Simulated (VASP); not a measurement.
# NaH (Fm-3m) in VASP: further runs

NaH is run at these levels: PBEsol, r2SCAN, HSE06; tasks: single point.

Everything below comes from runs of VASP 6.6.1. Logs are shortened: lines on timing, memory, paths and dates and some standing lists are left out, and cuts for length are marked.

## Step 1: The cell of the first run

It takes space group Fm-3m (No. 225, cubic). Conventional cell: a = 4.793 Å, b = 4.793 Å, c = 4.793 Å, α = 90.00°, β = 90.00°, γ = 90.00°. Within 3.2 Å of Na (site symmetry m-3m) lie 6 H at 2.40 Å. Within 3.2 Å of H (site symmetry m-3m) lie 6 Na at 2.40 Å.

## Step 2: Single point, PBEsol

Contents of INCAR:

```
SYSTEM = NaH
  PREC = Accurate
  ENCUT = 500
  EDIFF = 1E-6
  ISMEAR = -1
  SIGMA = 0.05
  LREAL = .False.
  LASPH = .True.
  NELM = 120
  ALGO = Normal
  ISIF = 2
  LWAVE = .False.
  LCHARG = .False.
  GGA = PS
  NBANDS = 11
  GGA_COMPAT = .False.
```

Contents of KPOINTS:

```
regular mesh
0
Gamma
  9 9 9
  0 0 0
```

Contents of POSCAR:

```
NaH
1.0
    0.0000000000      2.3963840000      2.3963840000
    2.3963840000      0.0000000000      2.3963840000
    2.3963840000      2.3963840000      0.0000000000
Na H
1 1
Direct
    0.0000000000      0.0000000000      0.0000000000
    0.5000000000      0.5000000000      0.5000000000
```

Potentials or basis: VASP PAW PBE potentials, release 64 (Na_pv, H).

Launch:

```bash
$ cat potpaw_PBE.64/Na_pv/POTCAR potpaw_PBE.64/H/POTCAR > POTCAR
$ mpirun -np 1 vasp_std > vasp.out
```

OUTCAR:

```text
SYSTEM = NaH
   PREC = Accurate
   ENCUT = 500
   EDIFF = 1E-6
   ISMEAR = -1
   LREAL = .False.
   LASPH = .True.
   NELM = 120
   ISIF = 2
   GGA = PS

 ion  position               nearest neighbor table
   1  0.000  0.000  0.000-
   2  0.500  0.500  0.500-

  LATTYP: Found a face centered cubic cell.
 ALAT       =     4.7927680000

  Lattice vectors:

 A1 = (   0.0000000000,   2.3963840000,   2.3963840000)
 A2 = (   2.3963840000,   0.0000000000,   2.3963840000)
 A3 = (   2.3963840000,   2.3963840000,   0.0000000000)

Analysis of symmetry for initial positions (statically):
=====================================================================
 Subroutine PRICEL returns:
 Original cell was already a primitive cell.

 Routine SETGRP: Setting up the symmetry group for a
 face centered cubic supercell.

 Subroutine GETGRP returns: Found 48 space group operations
 (whereof 48 operations were pure point group operations)
 out of a pool of 48 trial point group operations.

The static configuration has the point symmetry O_h .

Analysis of symmetry for dynamics (positions and initial velocities):
=====================================================================
 Subroutine PRICEL returns:
 Original cell was already a primitive cell.

 Routine SETGRP: Setting up the symmetry group for a
 face centered cubic supercell.

 Subroutine GETGRP returns: Found 48 space group operations
 (whereof 48 operations were pure point group operations)
 out of a pool of 48 trial point group operations.

The dynamic configuration has the point symmetry O_h .

 Subroutine INISYM returns: Found 48 space group operations
 (whereof 48 operations are pure point group operations),
 and found     1 'primitive' translations

----------------------------------------------------------------------------------------

                                     Primitive cell

  volume of cell :      27.5232

  direct lattice vectors                    reciprocal lattice vectors
     0.000000000  2.396384000  2.396384000    -0.208647696  0.208647696  0.208647696
     2.396384000  0.000000000  2.396384000     0.208647696 -0.208647696  0.208647696
     2.396384000  2.396384000  0.000000000     0.208647696  0.208647696 -0.208647696

  length of vectors
     3.388998753  3.388998753  3.388998753     0.361388410  0.361388410  0.361388410
[... 85 lines left out ...]
   IBRION =     -1    ionic relax: 0-MD 1-quasi-New 2-CG
   NFREE  =      0    steps in history (QN), initial steepest desc. (CG)
   ISIF   =      2    stress and relaxation
   ISYM   =      2    0-nonsym 1-usesym 2-fastsym
   POTIM  = 0.5000    time-step for ionic-motion
   TEBEG  =    0.0;   TEEND  =   0.0 temperature during run
   PSTRESS=    0.0 pullay stress
   NELECT =       8.0000    total number of electrons
   NUPDOWN=      -1.0000    fix difference up-down
   EMIN   =  10.00;   EMAX   =-10.00  energy-range for DOS
   EFERMI =   0.00;   METHOD = LEGACY
   ISMEAR =    -1;   SIGMA  =   0.05  broadening in eV -4-tet -1-fermi 0-gaus
   EFERMI_NEDOS =   21; number of points for ismear=-14 and -15
   IALGO  =     38    algorithm
   IMIX   =      4    mixing-type and parameters
     AMIX     =   0.40;   BMIX     =  1.00
     AMIX_MAG =   1.60;   BMIX_MAG =  1.00
  volume/ion in A,a.u.               =      13.76        92.87
  Fermi-wavevector in a.u.,A,eV,Ry     =   1.084439  2.049292 16.000556  1.176008
  Thomas-Fermi vector in A             =   2.220529
   LORBIT       =      0    0 simple, 1 ext, 2 COOP (PROOUT), +10 PAW based schemes
   GGA     = PS    functional components
   LHFCALC =     F    Hartree Fock is set to
   AEXX    =    0.0000 exact exchange contribution
   IVDW    =     0    specifies the selected vdW correction
   LEPSILON=     F    determine dielectric tensor
   LRPA    =     F    only Hartree local field effects (RPA)
 non-spin polarized calculation
  energy-cutoff  :      500.00
  volume of cell :       27.52
 maximum number of plane-waves:       725
 NGX is ok and might be reduce to    28
   NGX = 13   NGY = 13   NGZ = 13

 number of electron       7.9999992 magnetization

 Free energy of the ion-electron system (eV)
  ---------------------------------------------------
  ext. energy  EPLUGINS =         0.00000000
  ---------------------------------------------------
  free energy    TOTEN  =        -5.08582383 eV

  energy without entropy =       -5.08582383  energy(sigma->0) =       -5.08582383

 E-fermi :   0.1316     XC(G=0):  -7.9751

 val. band max:       -1.0830722540   @ k =  -0.3333   0.4444   0.1111
 cond. band min:       2.8327176939   @ k =  -0.4444   0.1111   0.0000
 fundamental gap:      3.9157899479
 Fermi energy:         0.1315960715

 k-point     1 :       0.0000    0.0000    0.0000
  band No.  band energies     occupation
      1     -22.9712      2.00000
      2     -22.9712      2.00000
      3     -22.9712      2.00000
      4      -4.8098      2.00000
      5       9.6187      0.00000
      6      14.5665      0.00000
      7      14.5665      0.00000
      8      14.5665      0.00000
      9      15.5762      0.00000
     10      15.5762      0.00000
     11      15.5762      0.00000
[... 309 lines left out ...]
 k-point    24 :       0.4444    0.4444    0.0000
  band No.  band energies     occupation
      1     -23.0624      2.00000
      2     -23.0056      2.00000
      3     -23.0056      2.00000
      4      -1.3997      2.00000
      5       3.6786      0.00000
      6       8.9296      0.00000
      7       9.6993      0.00000
      8       9.6993      0.00000
      9      11.0999      0.00000
     10      22.6424      0.00000
     11      24.3790      0.00000

 [... further k-points ...]

------------------------ aborting loop because EDIFF is reached ----------------------------------------

  FORCE on cell =-STRESS in cart. coord.  units (eV):
  Direction    XX          YY          ZZ          XY          YZ          ZX
  --------------------------------------------------------------------------------------
  -------------------------------------------------------------------------------------
  Total       -0.0132535     -0.0132535     -0.0132535     -0.0000000      0.0000000      0.0000000
  in kB       -0.7715108     -0.7715108     -0.7715108     -0.0000000      0.0000000      0.0000000
  external PRESSURE =      -0.7715108 kB  Pullay stress =       0.0000000 kB

 VOLUME and BASIS-vectors are now :
 -----------------------------------------------------------------------------
  energy-cutoff  :      500.00
  volume of cell :       27.52
      direct lattice vectors                 reciprocal lattice vectors
     0.000000000  2.396384000  2.396384000    -0.208647696  0.208647696  0.208647696
     2.396384000  0.000000000  2.396384000     0.208647696 -0.208647696  0.208647696
     2.396384000  2.396384000  0.000000000     0.208647696  0.208647696 -0.208647696

 POSITION                                       TOTAL-FORCE (eV/Angst)
 -----------------------------------------------------------------------------------
      0.00000      0.00000      0.00000         0.000000      0.000000      0.000000
      2.39638      2.39638      2.39638         0.000000      0.000000     -0.000000
 -----------------------------------------------------------------------------------
    total drift:                               -0.000000     -0.000000     -0.000000

  FREE ENERGIE OF THE ION-ELECTRON SYSTEM (eV)
  ---------------------------------------------------
  free  energy   TOTEN  =        -5.0858238339 eV

  energy  without entropy=       -5.0858238339  energy(sigma->0) =       -5.08582383
```

OSZICAR:

```text
N       E                     dE             d eps       ncg     rms          rms(c)
DAV:   1     0.341415761871E+02    0.34142E+02   -0.45920E+03   776   0.746E+02
DAV:   2    -0.429382965896E+01   -0.38435E+02   -0.37714E+02   800   0.182E+02
DAV:   3    -0.545666246338E+01   -0.11628E+01   -0.11610E+01   932   0.315E+01
DAV:   4    -0.546439767336E+01   -0.77352E-02   -0.77345E-02   900   0.256E+00
DAV:   5    -0.546447192780E+01   -0.74254E-04   -0.74254E-04   883   0.255E-01    0.292E+00
DAV:   6    -0.516594384400E+01    0.29853E+00   -0.29416E-01   936   0.328E+00    0.136E+00
DAV:   7    -0.508347707834E+01    0.82467E-01   -0.27160E-01   872   0.228E+00    0.325E-01
DAV:   8    -0.508584323535E+01   -0.23662E-02   -0.65395E-03   869   0.971E-01    0.626E-02
DAV:   9    -0.508583461440E+01    0.86209E-05   -0.67315E-04   949   0.315E-01    0.189E-02
DAV:  10    -0.508582324733E+01    0.11367E-04   -0.39428E-05   864   0.421E-02    0.283E-03
DAV:  11    -0.508582383393E+01   -0.58659E-06   -0.10904E-06   898   0.617E-03
   1 F= -.50858238E+01 E0= -.50858238E+01  d E =-.405344E-11
```

It took 12 s on 1 thread of Intel Xeon 8259CL, shared host; peak memory 0.15 GiB.

Results:

* Free energy: -5.0858 eV
* Pressure: -0.1 GPa
* Band gap on the k mesh: 3.92 eV (least direct gap 4.66 eV)

Levels at points of the mesh, in eV from the valence-band top:
```csv
k point,band 1,band 2,band 3,band 4,band 5,band 6,band 7,band 8
"(0.00, 0.00, 0.00)",-21.89,-21.89,-21.89,-3.73,10.70,15.65,15.65,15.65
```

Caveat: the PAW data sets were made with another functional, which shifts forces and pressure a little; an odd mesh through Γ misses points on the zone boundary, where band edges can lie.

## Step 3: Single point, r2SCAN

POSCAR is that of step 2.

Contents of INCAR.step1:

```
SYSTEM = NaH
ALGO = Normal ; EDIFF = 1E-5
ENCUT = 550 ; GGA = PE
GGA_COMPAT = .FALSE. ; ISMEAR = -1
LASPH = .TRUE. ; LCHARG = .FALSE.
LREAL = .FALSE. ; LWAVE = .TRUE.
NBANDS = 11 ; NELM = 120
PREC = Accurate ; SIGMA = 0.05
```

Contents of INCAR.step2:

```
SYSTEM = NaH
ALGO = Normal ; EDIFF = 1E-6
ENCUT = 550 ; GGA_COMPAT = .FALSE.
ISIF = 2 ; ISMEAR = -1
ISTART = 1 ; LASPH = .TRUE.
LCHARG = .FALSE. ; LMIXTAU = .TRUE.
LREAL = .FALSE. ; LWAVE = .FALSE.
METAGGA = R2SCAN ; NBANDS = 11
NELM = 120 ; PREC = Accurate
SIGMA = 0.05
```

Contents of KPOINTS:

```
k-points
0
G
  9 9 9
  0 0 0
```

Potentials or basis: VASP PAW PBE potentials, release 64 (Na_pv, H).

Launch:

```bash
$ cat potpaw_PBE.64/Na_pv/POTCAR potpaw_PBE.64/H/POTCAR > POTCAR
$ cp INCAR.step1 INCAR
$ mpirun -np 1 vasp_std > vasp.out
$ cp INCAR.step2 INCAR
$ mpirun -np 1 vasp_std > vasp.out
```

Run time: 75 s. Hardware: 1 thread of Intel Xeon 8259CL, shared host; peak memory 0.16 GiB.

It converged, with:

```yaml
Free_energy: -7.6032 eV
Pressure: -0.3 GPa
Band_gap_on_the_k_mesh: 4.72 eV (least direct gap 5.41 eV)
```

Levels at points of the mesh, in eV from the valence-band top:
```tsv
k point	band 1	band 2	band 3	band 4	band 5	band 6	band 7	band 8	band 9
(0.00, 0.00, 0.00)	-22.79	-22.79	-22.79	-3.56	11.73	16.60	16.60	16.60	17.59
```

Caveat: the PAW data sets were made with another functional, which shifts forces and pressure a little; an odd mesh through Γ misses points on the zone boundary, where band edges can lie.

## Step 4: Single point, HSE06

POSCAR is that of step 3.

Contents of INCAR.step1:

```
SYSTEM = NaH
PREC = Accurate ; ENCUT = 400
EDIFF = 1E-5 ; ISMEAR = -1
SIGMA = 0.05 ; LREAL = .False.
LASPH = .True. ; NELM = 120
ALGO = Normal ; ISIF = 2
LWAVE = .True. ; LCHARG = .False.
NBANDS = 11 ; GGA = PE
GGA_COMPAT = .False.
```

Contents of INCAR.step2:

```
SYSTEM = NaH
PREC = Accurate ; ENCUT = 400
EDIFF = 1E-6 ; ISMEAR = -1
SIGMA = 0.05 ; LREAL = .False.
LASPH = .True. ; NELM = 120
ALGO = Normal ; ISIF = 2
LWAVE = .False. ; LCHARG = .False.
GGA = PE ; LHFCALC = .True.
HFSCREEN = 0.2079 ; PRECFOCK = Normal
NBANDS = 11 ; ISTART = 1
GGA_COMPAT = .False.
```

Contents of KPOINTS:

```
regular mesh
0
Gamma
  9 9 9
  0 0 0
```

Launch:

```bash
$ cat potpaw_PBE.64/Na_pv/POTCAR potpaw_PBE.64/H/POTCAR > POTCAR
$ cp INCAR.step1 INCAR
$ mpirun -np 1 vasp_std > vasp.out
$ cp INCAR.step2 INCAR
$ mpirun -np 1 vasp_std > vasp.out
```

Wall time 62 min (1 thread of AMD EPYC 7R13, shared host); peak memory 0.23 GiB.

It converged, with:

```yaml
Free_energy: -5.7607 eV
Pressure: -0.3 GPa
Band_gap_on_the_k_mesh: 5.17 eV (least direct gap 5.96 eV)
```

Levels at points of the mesh, in eV from the valence-band top:
```csv
k point,band 2,band 3,band 4,band 5,band 6,band 7
"(0.00, 0.00, 0.00)",-24.28,-24.28,-3.96,12.27,17.25,17.25
```

Caveat: the PAW data sets were made with another functional, which shifts forces and pressure a little; an odd mesh through Γ misses points on the zone boundary, where band edges can lie.

## Step 5: The runs side by side

```csv
level,cutoff (eV),grid for exact exchange (PRECFOCK),share of exact exchange,screening parameter,gap on the mesh (eV),pressure (GPa)
PBEsol,500,-,-,-,3.92,-0.1
r2SCAN,550,-,-,-,4.72,-0.3
HSE06,400,Normal,0.25,0.2079 1/Å,5.17,-0.3
```

Alike in all rows: task single point; potentials or basis VASP PAW PBE potentials, release 64 (Na_pv, H); no spin polarisation; cell as given; k mesh 9 × 9 × 9; smearing fermi-dirac 0.05 eV.

On the cell as given the gap runs from 3.92 eV (PBEsol) to 5.17 eV (HSE06).

Caveats: the PAW data sets were made with another functional, which shifts forces and pressure a little; an odd mesh through Γ misses points on the zone boundary, where band edges can lie.

Absolute energies hang on the potentials; compare differences alone.
